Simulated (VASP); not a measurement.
# GaN (rocksalt type) (Fm-3m) in VASP: a series of runs

The runs below take GaN (rocksalt type) through single point, with r2SCAN.

Everything below comes from runs of VASP 6.6.1. Logs are shortened: lines on timing, memory, paths and dates and some standing lists are left out, and cuts for length are marked.

## 1. The cell of the first run

The structure is cubic, space group Fm-3m (No. 225). The conventional cell has a = 3.634 Å, b = 3.634 Å, c = 3.634 Å, α = 90.00°, β = 90.00°, γ = 90.00°. Ga (site symmetry m-3m) has 6 N at 1.82 Å within 2.4 Å. N (site symmetry m-3m) has 6 Ga at 1.82 Å within 2.4 Å.

## 2. Single point, r2SCAN (6.00 Å³/atom)

Contents of POSCAR:

```
GaN
1.0
    0.0000000000      1.8171383439      1.8171383439
    1.8171383439      0.0000000000      1.8171383439
    1.8171383439      1.8171383439      0.0000000000
Ga N
1 1
Direct
    0.0000000000      0.0000000000      0.0000000000
    0.5000000000      0.5000000000      0.5000000000
```

Contents of INCAR.step1:

```
  PREC = Accurate
  ENCUT = 520
  ISMEAR = -1
  SIGMA = 0.1
  LREAL = False
  LASPH = True
  NELM = 100
  NBANDS = 16
  GGA = PE
  ALGO = Normal
  EDIFF = 1E-4
  LWAVE = True
  LCHARG = False
```

Contents of INCAR.step2:

```
  PREC = Accurate
  ENCUT = 520
  EDIFF = 1E-6
  ISMEAR = -1
  SIGMA = 0.1
  LREAL = False
  LASPH = True
  NELM = 100
  ALGO = Normal
  ISIF = 2
  LWAVE = False
  LCHARG = True
  METAGGA = R2SCAN
  LMIXTAU = True
  LELF = True
  LVHAR = True
  NBANDS = 16
  ISTART = 1
```

Contents of KPOINTS:

```
Automatic mesh
0
Gamma
  15 15 15
```

Potentials or basis: VASP PAW PBE potentials, release 64 (Ga_d, N).

Started as:

```console
> cat potpaw_PBE.64/Ga_d/POTCAR potpaw_PBE.64/N/POTCAR > POTCAR
> cp INCAR.step1 INCAR
> mpirun -np 1 vasp_std > vasp.out
> cp INCAR.step2 INCAR
> mpirun -np 1 vasp_std > vasp.out
```

OUTCAR:

```text
PREC = Accurate
   ENCUT = 520
   EDIFF = 1E-6
   ISMEAR = -1
   LREAL = False
   LASPH = True
   NELM = 100
   ISIF = 2
   METAGGA = R2SCAN
   ISTART = 1

 ion  position               nearest neighbor table
   1  0.000  0.000  0.000-   2 1.82   2 1.82   2 1.82   2 1.82   2 1.82   2 1.82
   2  0.500  0.500  0.500-   1 1.82   1 1.82   1 1.82   1 1.82   1 1.82   1 1.82

  LATTYP: Found a face centered cubic cell.
 ALAT       =     3.6342766878

  Lattice vectors:

 A1 = (   0.0000000000,   1.8171383439,   1.8171383439)
 A2 = (   1.8171383439,   0.0000000000,   1.8171383439)
 A3 = (   1.8171383439,   1.8171383439,   0.0000000000)

Analysis of symmetry for initial positions (statically):
=====================================================================
 Subroutine PRICEL returns:
 Original cell was already a primitive cell.

 Routine SETGRP: Setting up the symmetry group for a
 face centered cubic supercell.

 Subroutine GETGRP returns: Found 48 space group operations
 (whereof 48 operations were pure point group operations)
 out of a pool of 48 trial point group operations.

The static configuration has the point symmetry O_h .

Analysis of symmetry for dynamics (positions and initial velocities):
=====================================================================
 Subroutine PRICEL returns:
 Original cell was already a primitive cell.

 Routine SETGRP: Setting up the symmetry group for a
 face centered cubic supercell.

 Subroutine GETGRP returns: Found 48 space group operations
 (whereof 48 operations were pure point group operations)
 out of a pool of 48 trial point group operations.

The dynamic configuration has the point symmetry O_h .

 Subroutine INISYM returns: Found 48 space group operations
 (whereof 48 operations are pure point group operations),
 and found     1 'primitive' translations

----------------------------------------------------------------------------------------

                                     Primitive cell

  volume of cell :      12.0004

  direct lattice vectors                    reciprocal lattice vectors
     0.000000000  1.817138344  1.817138344    -0.275157916  0.275157916  0.275157916
     1.817138344  0.000000000  1.817138344     0.275157916 -0.275157916  0.275157916
     1.817138344  1.817138344  0.000000000     0.275157916  0.275157916 -0.275157916

  length of vectors
     2.569821691  2.569821691  2.569821691     0.476587491  0.476587491  0.476587491

  position of ions in fractional coordinates (direct lattice)
     0.000000000  0.000000000  0.000000000
     0.500000000  0.500000000  0.500000000

  ion indices of the primitive-cell ions
   primitive index   ion index
                 1           1
                 2           2

----------------------------------------------------------------------------------------

 KPOINTS: Automatic mesh

Automatic generation of k-mesh.
 Grid dimensions read from file:
 generate k-points for:   15   15   15

 Generating k-lattice:

  Cartesian coordinates                     Fractional coordinates (reciprocal lattice)
    -0.018343861  0.018343861  0.018343861     0.066666667  0.000000000  0.000000000
     0.018343861 -0.018343861  0.018343861     0.000000000  0.066666667  0.000000000
     0.018343861  0.018343861 -0.018343861     0.000000000  0.000000000  0.066666667

  Length of vectors
     0.031772499  0.031772499  0.031772499

  Shift w.r.t. Gamma in fractional coordinates (k-lattice)
     0.000000000  0.000000000  0.000000000

 Subroutine IBZKPT returns following result:
 ===========================================

 Found    120 irreducible k-points:

 Following reciprocal coordinates:
            Coordinates               Weight
  0.000000  0.000000  0.000000      1.000000
  0.066667  0.000000  0.000000      8.000000
  0.133333  0.000000  0.000000      8.000000
  0.200000  0.000000  0.000000      8.000000
  0.266667  0.000000  0.000000      8.000000
  0.333333  0.000000  0.000000      8.000000
[... 16 lines left out ...]
  0.133333  0.133333  0.000000      6.000000
  0.200000  0.133333  0.000000     24.000000
 [... further k-points ...]
   k-points           NKPTS =    120   k-points in BZ     NKDIM =    120   number of bands    NBANDS=     16
   number of dos      NEDOS =    301   number of ions     NIONS =      2
   total plane-waves  NPLWV =   8000
   dimension x,y,z NGX =    20 NGY =   20 NGZ =   20
   dimension x,y,z NGXF=    40 NGYF=   40 NGZF=   40
   ions per type =               1   1
   NGX,Y,Z   is equivalent  to a cutoff of  12.94, 12.94, 12.94 a.u.
   NGXF,Y,Z  is equivalent  to a cutoff of  25.88, 25.88, 25.88 a.u.
 SYSTEM =  unknown system
   PREC   = accura    normal or accurate (medium, high low for compatibility)
   ISTART =      1    job   : 0-new  1-cont  2-samecut
   ICHARG =      0    charge: 1-file 2-atom 10-const
   ISPIN  =      1    spin polarized calculation?
   LNONCOLLINEAR =      F non collinear calculations
   LSORBIT =      F    spin-orbit coupling
   LASPH  =      T    aspherical Exc in radial PAW
   ENCUT  =  520.0 eV  38.22 Ry    6.18 a.u.   4.78  4.78  4.78*2*pi/ulx,y,z
   NELM   =    100;   NELMIN=  2; NELMDL=  0     # of ELM steps
   EDIFF  = 0.1E-05   stopping-criterion for ELM
   LREAL  =      F    real-space projection
   EDIFFG = 0.1E-04   stopping-criterion for IOM
   NSW    =      0    number of steps for IOM
   IBRION =     -1    ionic relax: 0-MD 1-quasi-New 2-CG
   NFREE  =      0    steps in history (QN), initial steepest desc. (CG)
   ISIF   =      2    stress and relaxation
   ISYM   =      2    0-nonsym 1-usesym 2-fastsym
   POTIM  = 0.5000    time-step for ionic-motion
   TEBEG  =    0.0;   TEEND  =   0.0 temperature during run
   PSTRESS=    0.0 pullay stress
   NELECT =      18.0000    total number of electrons
   NUPDOWN=      -1.0000    fix difference up-down
   EMIN   =  10.00;   EMAX   =-10.00  energy-range for DOS
   EFERMI =   0.00;   METHOD = LEGACY
   ISMEAR =    -1;   SIGMA  =   0.10  broadening in eV -4-tet -1-fermi 0-gaus
   EFERMI_NEDOS =   21; number of points for ismear=-14 and -15
   IALGO  =     38    algorithm
   IMIX   =      4    mixing-type and parameters
     AMIX     =   0.40;   BMIX     =  1.00
     AMIX_MAG =   1.60;   BMIX_MAG =  1.00
  volume/ion in A,a.u.               =       6.00        40.49
  Fermi-wavevector in a.u.,A,eV,Ry     =   1.873992  3.541331 47.781553  3.511845
  Thomas-Fermi vector in A             =   2.919024
   LORBIT       =      0    0 simple, 1 ext, 2 COOP (PROOUT), +10 PAW based schemes
   METAGGA = R2SCAN    functional components
   LHFCALC =     F    Hartree Fock is set to
   AEXX    =    0.0000 exact exchange contribution
   IVDW    =     0    specifies the selected vdW correction
   LEPSILON=     F    determine dielectric tensor
   LRPA    =     F    only Hartree local field effects (RPA)
 non-spin polarized calculation
  energy-cutoff  :      520.00
  volume of cell :       12.00
 maximum number of plane-waves:       332
   NGX =  9   NGY =  9   NGZ =  9

 number of electron      17.9999989 magnetization

 Free energy of the ion-electron system (eV)
  ---------------------------------------------------
  ext. energy  EPLUGINS =         0.00000000
  ---------------------------------------------------
  free energy    TOTEN  =       -16.73018077 eV

  energy without entropy =      -16.73018077  energy(sigma->0) =      -16.73018077

 E-fermi :  17.0559     XC(G=0): -17.3820

 val. band max:       14.8393524618   @ k =  -0.2667   0.1333   0.0000
 cond. band min:      19.6144362599   @ k =   0.4667   0.4667   0.0000
 fundamental gap:      4.7750837980
 Fermi energy:        17.0559450335

 k-point     1 :       0.0000    0.0000    0.0000
  band No.  band energies     occupation
      1      -9.1290      2.00000
      2      -0.0329      2.00000
      3      -0.0329      2.00000
      4      -0.0329      2.00000
      5       0.2187      2.00000
      6       0.2187      2.00000
[... 8 lines left out ...]
     15      39.8380      0.00000
     16      39.8381      0.00000

 k-point     2 :       0.0667    0.0000    0.0000
  band No.  band energies     occupation
      1      -8.9948      2.00000
      2      -0.0573      2.00000
      3      -0.0198      2.00000
      4      -0.0198      2.00000
      5       0.1860      2.00000
      6       0.1860      2.00000
[... 8 lines left out ...]
     15      38.6731      0.00000
     16      38.6732      0.00000

 k-point     3 :       0.1333    0.0000    0.0000
  band No.  band energies     occupation
      1      -8.5964      2.00000
      2      -0.1308      2.00000
      3      -0.0491      2.00000
      4      -0.0491      2.00000
      5       0.1632      2.00000
      6       0.1632      2.00000
[... 8 lines left out ...]
     15      37.4760      0.00000
     16      37.4761      0.00000

 k-point     4 :       0.2000    0.0000    0.0000
  band No.  band energies     occupation
      1      -7.9475      2.00000
      2      -0.2560      2.00000
      3      -0.2071      2.00000
      4      -0.2071      2.00000
      5       0.2516      2.00000
      6       0.2516      2.00000
[... 8 lines left out ...]
     15      37.6456      0.00000
     16      37.6457      0.00000

 k-point     5 :       0.2667    0.0000    0.0000
  band No.  band energies     occupation
      1      -7.0747      2.00000
      2      -0.4457      2.00000
      3      -0.4086      2.00000
      4      -0.4086      2.00000
      5       0.3835      2.00000
      6       0.3835      2.00000
[... 8 lines left out ...]
     15      38.8829      0.00000
     16      38.8830      0.00000

 k-point     6 :       0.3333    0.0000    0.0000
  band No.  band energies     occupation
      1      -6.0262      2.00000
      2      -0.7334      2.00000
      3      -0.5988      2.00000
      4      -0.5988      2.00000
      5       0.5167      2.00000
      6       0.5167      2.00000
[... 8 lines left out ...]
     15      40.7524      0.00000
     16      40.7525      0.00000

 k-point     7 :       0.4000    0.0000    0.0000
  band No.  band energies     occupation
      1      -4.8990      2.00000
      2      -1.1723      2.00000
      3      -0.7439      2.00000
      4      -0.7439      2.00000
      5       0.6234      2.00000
      6       0.6235      2.00000
[... 8 lines left out ...]
     15      43.0801      0.00000
     16      43.0802      0.00000

 k-point     8 :       0.4667    0.0000    0.0000
  band No.  band energies     occupation
      1      -3.9535      2.00000
      2      -1.7022      2.00000
      3      -0.8219      2.00000
      4      -0.8219      2.00000
      5       0.6827      2.00000
      6       0.6827      2.00000
[... 8 lines left out ...]
     15      45.7779      0.00000
     16      45.7780      0.00000

 k-point     9 :       0.0667    0.0667    0.0000
  band No.  band energies     occupation
      1      -8.9508      2.00000
      2      -0.0624      2.00000
      3      -0.0114      2.00000
      4      -0.0114      2.00000
      5       0.1091      2.00000
      6       0.2334      2.00000
[... 8 lines left out ...]
     15      36.6367      0.00000
     16      40.6840      0.00000
[... 172 lines left out ...]
 k-point    19 :      -0.2667    0.0667    0.0000
  band No.  band energies     occupation
      1      -6.6519      2.00000
      2      -0.6036      2.00000
      3      -0.5185      2.00000
      4      -0.3797      2.00000
      5       0.3647      2.00000
      6       0.5331      2.00000
[... 8 lines left out ...]
     15      38.2228      0.00000
     16      41.4765      0.00000

 k-point    20 :      -0.2000    0.0667    0.0000
  band No.  band energies     occupation
      1      -7.5752      2.00000
      2      -0.3446      2.00000
      3      -0.3208      2.00000
      4      -0.2444      2.00000
      5       0.2226      2.00000
      6       0.4014      2.00000
[... 8 lines left out ...]
     15      38.1883      0.00000
     16      40.0263      0.00000

 k-point    21 :      -0.1333    0.0667    0.0000
  band No.  band energies     occupation
      1      -8.2940      2.00000
      2      -0.1761      2.00000
      3      -0.1157      2.00000
      4      -0.1147      2.00000
      5       0.1013      2.00000
      6       0.2859      2.00000
[... 8 lines left out ...]
     15      37.8869      0.00000
     16      39.2017      0.00000

 k-point    22 :      -0.0667    0.0667    0.0000
  band No.  band energies     occupation
      1      -8.7733      2.00000
      2      -0.0933      2.00000
      3      -0.0311      2.00000
      4       0.0127      2.00000
      5       0.0682      2.00000
      6       0.2204      2.00000
[... 8 lines left out ...]
     15      36.8767      0.00000
     16      39.0052      0.00000

 k-point    23 :       0.1333    0.1333    0.0000
  band No.  band energies     occupation
      1      -8.4326      2.00000
      2      -0.1733      2.00000
      3      -0.1455      2.00000
      4       0.0561      2.00000
      5       0.0561      2.00000
      6       0.2749      2.00000
[... 8 lines left out ...]
     15      39.6674      0.00000
     16      42.8491      0.00000

 k-point    24 :       0.2000    0.1333    0.0000
  band No.  band energies     occupation
      1      -7.9747      2.00000
      2      -0.3618      2.00000
      3      -0.2145      2.00000
      4       0.0519      2.00000
      5       0.1334      2.00000
      6       0.3271      2.00000
[... 8 lines left out ...]
     15      40.8934      0.00000
     16      42.4524      0.00000

 [... further k-points ...]

------------------------ aborting loop because EDIFF is reached ----------------------------------------

  FORCE on cell =-STRESS in cart. coord.  units (eV):
  Direction    XX          YY          ZZ          XY          YZ          ZX
  --------------------------------------------------------------------------------------
  -------------------------------------------------------------------------------------
  Total       22.1009166     22.1009166     22.1009166     -0.0000000     -0.0000000      0.0000000
  in kB     2950.7124834   2950.7124834   2950.7124834     -0.0000000     -0.0000000      0.0000000
  external PRESSURE =    2950.7124834 kB  Pullay stress =       0.0000000 kB

 VOLUME and BASIS-vectors are now :
 -----------------------------------------------------------------------------
  energy-cutoff  :      520.00
  volume of cell :       12.00
      direct lattice vectors                 reciprocal lattice vectors
     0.000000000  1.817138344  1.817138344    -0.275157916  0.275157916  0.275157916
     1.817138344  0.000000000  1.817138344     0.275157916 -0.275157916  0.275157916
     1.817138344  1.817138344  0.000000000     0.275157916  0.275157916 -0.275157916

 POSITION                                       TOTAL-FORCE (eV/Angst)
 -----------------------------------------------------------------------------------
      0.00000      0.00000      0.00000         0.000000      0.000000     -0.000000
      1.81714      1.81714      1.81714        -0.000000     -0.000000      0.000000
 -----------------------------------------------------------------------------------
    total drift:                                0.000000     -0.000000     -0.000000

  FREE ENERGIE OF THE ION-ELECTRON SYSTEM (eV)
  ---------------------------------------------------
  free  energy   TOTEN  =       -16.7301807737 eV

  energy  without entropy=      -16.7301807737  energy(sigma->0) =      -16.73018077
```

It took 2.6 min on 1 thread of Intel Xeon 8259CL, shared host; peak memory 0.15 GiB.

Results:

```yaml
Free_energy: -16.7302 eV
Pressure: 295.1 GPa
Band_gap_on_the_k_mesh: 4.78 eV (least direct gap 7.36 eV)
```

Levels at points of the mesh, in eV from the valence-band top:
```
           k point  band 6  band 7  band 8  band 9  band 10  band 11  band 12  band 13
(0.00, 0.00, 0.00)  -14.62   -1.48   -1.48   -1.48     9.45    18.52    18.52    18.52
```

Caveat: the cell stands under pressure; the PAW data sets were made with another functional, which shifts forces and pressure a little; an odd mesh through Γ misses points on the zone boundary, where band edges can lie.

## 3. Single point, r2SCAN (6.75 Å³/atom)

This run uses another cell than the first one, of 6.75 Å³/atom.

Contents of POSCAR:

```
GaN
1.0
    0.0000000000      1.8899000366      1.8899000366
    1.8899000366      0.0000000000      1.8899000366
    1.8899000366      1.8899000366      0.0000000000
Ga N
1 1
Direct
    0.0000000000      0.0000000000      0.0000000000
    0.5000000000      0.5000000000      0.5000000000
```

Contents of INCAR.step1:

```
SYSTEM = GaN
PREC = Accurate ; ENCUT = 520
ISMEAR = -1 ; SIGMA = 0.1
LREAL = .False. ; LASPH = .True.
NELM = 100 ; NBANDS = 16
GGA = PE ; ALGO = Normal
EDIFF = 1E-4 ; LWAVE = .True.
LCHARG = .False.
```

Contents of INCAR.step2:

```
SYSTEM = GaN
PREC = Accurate ; ENCUT = 520
EDIFF = 1E-7 ; ISMEAR = -1
SIGMA = 0.1 ; LREAL = .False.
LASPH = .True. ; NELM = 100
ALGO = Normal ; ISIF = 2
LWAVE = .False. ; LCHARG = .False.
METAGGA = R2SCAN ; LMIXTAU = .True.
NBANDS = 16 ; ISTART = 1
```

Contents of KPOINTS:

```
regular mesh
0
Gamma
  15 15 15
  0 0 0
```

Potentials or basis: VASP PAW PBE potentials, release 64 (Ga_d, N).

Started as:

```console
> cat potpaw_PBE.64/Ga_d/POTCAR potpaw_PBE.64/N/POTCAR > POTCAR
> cp INCAR.step1 INCAR
> mpirun -np 1 vasp_std > vasp.out
> cp INCAR.step2 INCAR
> mpirun -np 1 vasp_std > vasp.out
```

It took 2.8 min on 1 thread of Intel Xeon 8259CL, shared host; peak memory 0.15 GiB.

Results (log left out):

```yaml
Free_energy: -18.8620 eV
Pressure: 169.7 GPa
Band_gap_on_the_k_mesh: 3.75 eV (least direct gap 7.00 eV)
```

Levels at points of the mesh, in eV from the valence-band top:
```csv
k point,band 7,band 8,band 9,band 10,band 11,band 12
"(0.00, 0.00, 0.00)",-1.12,-1.12,-1.12,7.50,17.67,17.67
```

Caveat: the cell stands under pressure; the PAW data sets were made with another functional, which shifts forces and pressure a little; an odd mesh through Γ misses points on the zone boundary, where band edges can lie.
